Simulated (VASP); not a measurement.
# Au (Fm-3m) in VASP: notebook

Aim: see how the results for Au move with the level of theory and the settings. Levels: RPBE, revPBE+D3(BJ), BLYP+D4, SVWN5. Tasks: relaxation of cell and atoms.

All numbers are computed with VASP 6.6.1; they aren't measurements. Logs are shortened: lines on timing, memory, paths and dates and some standing lists are left out, and cuts for length are marked.

### 1 The cell of the first run

The structure is cubic, space group Fm-3m (No. 225). Conventional cell: a = 4.070 Å, b = 4.070 Å, c = 4.070 Å, α = 90.00°, β = 90.00°, γ = 90.00°. Au (site symmetry m-3m) has 12 Au at 2.88 Å within 3.8 Å.

### 2 Relaxation of cell and atoms, RPBE

The input, INCAR:

```
PREC     = Accurate       # precision mode
ENCUT    = 600            # plane-wave cutoff, eV
EDIFF    = 1E-7           # SCF threshold, eV
ISMEAR   = -1             # smearing method
SIGMA    = 0.05           # smearing width, eV
LREAL    = F              # projectors in reciprocal space
LASPH    = T              # aspherical terms in the spheres
NELM     = 80             # most SCF steps
ALGO     = Normal         # electronic algorithm
ISIF     = 3              # what is computed and relaxed
LWAVE    = F              # write WAVECAR
LCHARG   = F              # write CHGCAR
GGA      = RP             # functional
IBRION   = 2              # ionic algorithm
NSW      = 60             # ionic steps
EDIFFG   = -0.01          # ionic threshold
```

The input, KPOINTS:

```
Automatic mesh
0
Gamma
  11 11 11
```

The input, POSCAR:

```
Au
1.0
    0.0000000000      2.0350000000      2.0350000000
    2.0350000000      0.0000000000      2.0350000000
    2.0350000000      2.0350000000      0.0000000000
Au
1
Direct
    0.0000000000      0.0000000000      0.0000000000
```

Potentials or basis: VASP PAW PBE potentials, release 64 (Au).

Run with:

```bash
cat potpaw_PBE.64/Au/POTCAR > POTCAR
mpirun -np 1 vasp_std > vasp.out
```

OUTCAR:

```text
PREC = Accurate
   ENCUT = 600
   EDIFF = 1E-7
   ISMEAR = -1
   LREAL = F
   LASPH = T
   NELM = 80
   ISIF = 3
   GGA = RP
   IBRION = 2
   NSW = 60
   EDIFFG = -0.01

 ion  position               nearest neighbor table
   1  0.000  0.000  0.000-

  LATTYP: Found a face centered cubic cell.
 ALAT       =     4.0700000000

  Lattice vectors:

 A1 = (   0.0000000000,   2.0350000000,   2.0350000000)
 A2 = (   2.0350000000,   0.0000000000,   2.0350000000)
 A3 = (   2.0350000000,   2.0350000000,   0.0000000000)

Analysis of symmetry for initial positions (statically):
=====================================================================
 Subroutine PRICEL returns:
 Original cell was already a primitive cell.

 Routine SETGRP: Setting up the symmetry group for a
 face centered cubic supercell.

 Subroutine GETGRP returns: Found 48 space group operations
[... 9 lines left out ...]

 Routine SETGRP: Setting up the symmetry group for a
 face centered cubic supercell.

 Subroutine GETGRP returns: Found 48 space group operations
[... 11 lines left out ...]
                                     Primitive cell

  volume of cell :      16.8548

  direct lattice vectors                    reciprocal lattice vectors
     0.000000000  2.035000000  2.035000000    -0.245700246  0.245700246  0.245700246
     2.035000000  0.000000000  2.035000000     0.245700246 -0.245700246  0.245700246
     2.035000000  2.035000000  0.000000000     0.245700246  0.245700246 -0.245700246

  length of vectors
     2.877924599  2.877924599  2.877924599     0.425565309  0.425565309  0.425565309

  position of ions in fractional coordinates (direct lattice)
     0.000000000  0.000000000  0.000000000

  ion indices of the primitive-cell ions
   primitive index   ion index
                 1           1

----------------------------------------------------------------------------------------

 KPOINTS: Automatic mesh

Automatic generation of k-mesh.
 Grid dimensions read from file:
 generate k-points for:   11   11   11

 Generating k-lattice:

  Cartesian coordinates                     Fractional coordinates (reciprocal lattice)
    -0.022336386  0.022336386  0.022336386     0.090909091  0.000000000  0.000000000
     0.022336386 -0.022336386  0.022336386     0.000000000  0.090909091  0.000000000
     0.022336386  0.022336386 -0.022336386     0.000000000  0.000000000  0.090909091

  Length of vectors
     0.038687755  0.038687755  0.038687755

  Shift w.r.t. Gamma in fractional coordinates (k-lattice)
     0.000000000  0.000000000  0.000000000

[... 60 lines left out ...]
   PSTRESS=    0.0 pullay stress
   NELECT =      11.0000    total number of electrons
   NUPDOWN=      -1.0000    fix difference up-down
   EMIN   =  10.00;   EMAX   =-10.00  energy-range for DOS
[... 5 lines left out ...]
     AMIX     =   0.40;   BMIX     =  1.00
     AMIX_MAG =   1.60;   BMIX_MAG =  1.00
  volume/ion in A,a.u.               =      16.85       113.74
  Fermi-wavevector in a.u.,A,eV,Ry     =   1.420032  2.683470 27.436005  2.016489
  Thomas-Fermi vector in A             =   2.540990
   LORBIT       =      0    0 simple, 1 ext, 2 COOP (PROOUT), +10 PAW based schemes
   GGA     = RP    functional components
   LHFCALC =     F    Hartree Fock is set to
   AEXX    =    0.0000 exact exchange contribution
   IVDW    =     0    specifies the selected vdW correction
   LEPSILON=     F    determine dielectric tensor
   LRPA    =     F    only Hartree local field effects (RPA)
 conjugate gradient relaxation of ions
 non-spin polarized calculation
  energy-cutoff  :      600.00
  volume of cell :       16.85
 maximum number of plane-waves:       572
   NGX = 11   NGY = 11   NGZ = 11

--------------------------------------- Ionic step        1  -------------------------------------------

 number of electron      10.9999999 magnetization

 Free energy of the ion-electron system (eV)
  ---------------------------------------------------
  ext. energy  EPLUGINS =         0.00000000
  ---------------------------------------------------
  free energy    TOTEN  =        -2.57841960 eV

  energy without entropy =       -2.57710663  energy(sigma->0) =       -2.57776312

------------------------ aborting loop because EDIFF is reached ----------------------------------------

  FORCE on cell =-STRESS in cart. coord.  units (eV):
  Direction    XX          YY          ZZ          XY          YZ          ZX
  --------------------------------------------------------------------------------------
  -------------------------------------------------------------------------------------
  Total        1.5433729      1.5433729      1.5433729      0.0000000      0.0000000      0.0000000
  in kB      146.7094924    146.7094924    146.7094924      0.0000000      0.0000000      0.0000000
  external PRESSURE =     146.7094924 kB  Pullay stress =       0.0000000 kB
[... 92 lines left out ...]
--------------------------------------- Ionic step        4  -------------------------------------------

 number of electron      10.9999999 magnetization

 Free energy of the ion-electron system (eV)
  ---------------------------------------------------
  ext. energy  EPLUGINS =         0.00000000
  ---------------------------------------------------
  free energy    TOTEN  =        -2.64446415 eV

  energy without entropy =       -2.64365895  energy(sigma->0) =       -2.64406155

 E-fermi :   8.4369     XC(G=0): -12.1436

 val. band max:        8.2681077475   @ k =   0.4545   0.3636   0.0000
 cond. band min:       8.5965902237   @ k =  -0.2727   0.2727   0.0000
 fundamental gap:      0.3284824763
 Fermi energy:         8.4369356070

 k-point     1 :       0.0000    0.0000    0.0000
  band No.  band energies     occupation
      1      -0.6971      2.00000
      2       4.0106      2.00000
      3       4.0106      2.00000
      4       4.0106      2.00000
      5       5.3143      2.00000
      6       5.3143      2.00000
      7      22.8894      0.00000
      8      26.4559      0.00000
      9      26.4559      0.00000
[... 265 lines left out ...]
 k-point    24 :      -0.1818    0.1818    0.0000
  band No.  band energies     occupation
      1       1.7027      2.00000
      2       3.4976      2.00000
      3       4.2000      2.00000
      4       4.7716      2.00000
      5       4.8057      2.00000
      6       6.3828      2.00000
      7      19.1876      0.00000
      8      20.9749      0.00000
      9      25.6265      0.00000

 [... further k-points ...]

------------------------ aborting loop because EDIFF is reached ----------------------------------------

  FORCE on cell =-STRESS in cart. coord.  units (eV):
  Direction    XX          YY          ZZ          XY          YZ          ZX
  --------------------------------------------------------------------------------------
  -------------------------------------------------------------------------------------
  Total       -0.0081417     -0.0081417     -0.0081417      0.0000000      0.0000000     -0.0000000
  in kB       -0.7062720     -0.7062720     -0.7062720      0.0000000      0.0000000     -0.0000000
  external PRESSURE =      -0.7062720 kB  Pullay stress =       0.0000000 kB
[... 16 lines left out ...]
  FREE ENERGIE OF THE ION-ELECTRON SYSTEM (eV)
  ---------------------------------------------------
  free  energy   TOTEN  =        -2.6444641455 eV

  energy  without entropy=       -2.6436589534  energy(sigma->0) =       -2.64406155

 reached required accuracy - stopping structural energy minimisation
```

It took 22 s on 1 thread of Intel Xeon Platinum 8259CL at 2.50GHz (Skylake/Cascade Lake), shared host; peak memory 0.16 GiB.

What came out:

| Item | Value |
| --- | --- |
| Free energy | -2.6445 eV |
| Relaxed volume | 18.47 Å³/atom |
| Relaxed cell | a = 2.967 Å, b = 2.967 Å, c = 2.967 Å, α = 60.00°, β = 60.00°, γ = 60.00° |
| Space group after relaxing (to 0.05 Å) | Fm-3m (No. 225) |
| Energy gained by relaxing | 66.0 meV/atom |
| Ionic steps | 4 |
| Pressure after relaxing | -0.1 GPa |

The path:
```
step  energy change (eV)  largest force (eV/Å)  pressure (GPa)  volume (Å³)
   1              0.0000                0.0000           14.67        16.85
   2              0.0263                0.0000          -10.37        20.91
   3             -0.0660                0.0000           -0.30        18.51
   4             -0.0660                0.0000           -0.07        18.47
```

Final structure:
```xyz
1
Lattice="0.0000 2.0980 2.0980 2.0980 0.0000 2.0980 2.0980 2.0980 0.0000" Properties=species:S:1:pos:R:3 pbc="T T T"
Au    0.0000    0.0000    0.0000
```

Caveat: the PAW data sets were made with another functional, which shifts forces and pressure a little; spin-orbit coupling is left out, which moves the levels of the heavy elements.

### 3 Relaxation of cell and atoms, revPBE+D3(BJ)

The input, INCAR:

```
SYSTEM = Au
PREC     = Accurate       ! precision mode
ENCUT    = 600            ! plane-wave cutoff, eV
EDIFF    = 1E-6           ! SCF threshold, eV
ISMEAR   = -1             ! smearing method
SIGMA    = 0.05           ! smearing width, eV
LREAL    = .FALSE.        ! projectors in reciprocal space
LASPH    = .TRUE.         ! aspherical terms in the spheres
NELM     = 60             ! most SCF steps
ALGO     = Normal         ! electronic algorithm
ISIF     = 3              ! what is computed and relaxed
LWAVE    = .FALSE.        ! write WAVECAR
LCHARG   = .FALSE.        ! write CHGCAR
GGA      = RE             ! functional
IVDW     = 12             ! dispersion correction
IBRION   = 2              ! ionic algorithm
NSW      = 60             ! ionic steps
EDIFFG   = -0.01          ! ionic threshold
```

The input, KPOINTS:

```
regular mesh
0
G
  11 11 11
  0 0 0
```

POSCAR is that of step 2.

Potentials or basis: VASP PAW PBE potentials, release 64 (Au).

Run with:

```bash
cat potpaw_PBE.64/Au/POTCAR > POTCAR
mpirun -np 1 vasp_std > vasp.out
```

Wall time 14 s (1 thread of Intel Xeon Platinum 8259CL at 2.50GHz (Skylake/Cascade Lake), shared host); peak memory 0.16 GiB.

Results (log left out):

```yaml
Free_energy: -3.9660 eV
Relaxed_volume: 16.93 Å³/atom
Relaxed_cell: a = 2.882 Å, b = 2.882 Å, c = 2.882 Å, α = 60.00°, β = 60.00°, γ = 60.00°
Space_group_after_relaxing_to_0.05_Å: Fm-3m (No. 225)
Energy_gained_by_relaxing: 0.2 meV/atom
Ionic_steps: 3
Pressure_after_relaxing: 0.0 GPa
Dispersion_energy_per_atom: -1.270 eV
```

The path:
```
step  energy change (eV)  largest force (eV/Å)  pressure (GPa)  volume (Å³)
   1              0.0000                0.0000            0.82        16.85
   2              0.0004                0.0000           -1.29        17.07
   3             -0.0002                0.0000            0.00        16.93
```

Final structure:
```
Au
1.0
     0.00000    2.03813    2.03813
     2.03813    0.00000    2.03813
     2.03813    2.03813    0.00000
Au
1
Direct
  0.00000 0.00000 0.00000
```

Levels at points of the mesh, in eV from the Fermi level:
| k point | band 3 | band 4 | band 5 | band 6 | band 7 | band 8 | band 9 |
| --- | --- | --- | --- | --- | --- | --- | --- |
| (0.00, 0.00, 0.00) | -4.77 | -4.77 | -3.25 | -3.25 | 14.46 | 18.51 | 18.51 |

Caveat: the PAW data sets were made with another functional, which shifts forces and pressure a little; spin-orbit coupling is left out, which moves the levels of the heavy elements; pairwise dispersion overbinds metals, which lowers pressure and volume. Zero-point motion and thermal expansion aren't in these numbers.

### 4 Relaxation of cell and atoms, BLYP+D4

The input, INCAR:

```
SYSTEM = Au
PREC = Accurate
ENCUT = 600
EDIFF = 1E-6
ISMEAR = -1
SIGMA = 0.05
LREAL = .False.
LASPH = .True.
NELM = 100
ALGO = Normal
ISIF = 3
LWAVE = .False.
LCHARG = .False.
GGA = B5
ALDAX = 1.0
AGGAX = 1.0
AGGAC = 1.0
ALDAC = 0.0
IVDW = 13
VDW_S6 = 1.0
VDW_S8 = 2.34076671
VDW_A1 = 0.44488865
VDW_A2 = 4.0933009
IBRION = 2
NSW = 60
EDIFFG = -0.01
```

The input, KPOINTS:

```
Automatic mesh
0
Gamma
  11 11 11
  0 0 0
```

POSCAR is that of step 3.

Run with:

```bash
cat potpaw_PBE.64/Au/POTCAR > POTCAR
mpirun -np 1 vasp_std > vasp.out
```

Run time: 38 s. Hardware: 1 thread of Intel Xeon Platinum 8259CL at 2.50GHz (Skylake/Cascade Lake), shared host; peak memory 0.15 GiB.

Results (log left out):

```yaml
Free_energy: -3.6530 eV
Relaxed_volume: 17.98 Å³/atom
Relaxed_cell: a = 2.941 Å, b = 2.941 Å, c = 2.941 Å, α = 60.00°, β = 60.00°, γ = 60.00°
Space_group_after_relaxing_to_0.05_Å: Fm-3m (No. 225)
Energy_gained_by_relaxing: 36.4 meV/atom
Ionic_steps: 4
Pressure_after_relaxing: 0.0 GPa
Dispersion_energy_per_atom: -1.239 eV
```

The path:
```
step  energy change (eV)  largest force (eV/Å)  pressure (GPa)  volume (Å³)
   1              0.0000                0.0000           11.19        16.85
   2              0.0361                0.0000          -10.77        19.89
   3             -0.0364                0.0000           -0.25        18.01
   4             -0.0364                0.0000           -0.05        17.98
```

Final structure:
```
Au
1.0
     0.00000    2.07938    2.07938
     2.07938    0.00000    2.07938
     2.07938    2.07938    0.00000
Au
1
Cartesian
  0.0000 0.0000 0.0000
```

Levels at points of the mesh, in eV from the Fermi level:
```
           k point  band 2  band 3  band 4  band 5  band 6  band 7  band 8  band 9
(0.00, 0.00, 0.00)   -4.64   -4.64   -4.64   -3.26   -3.26   14.68   18.18   18.18
```

Caveat: the PAW data sets were made with another functional, which shifts forces and pressure a little; spin-orbit coupling is left out, which moves the levels of the heavy elements; pairwise dispersion overbinds metals, which lowers pressure and volume. Zero-point motion and thermal expansion aren't in these numbers.

(Continued in part 2 of 2.)
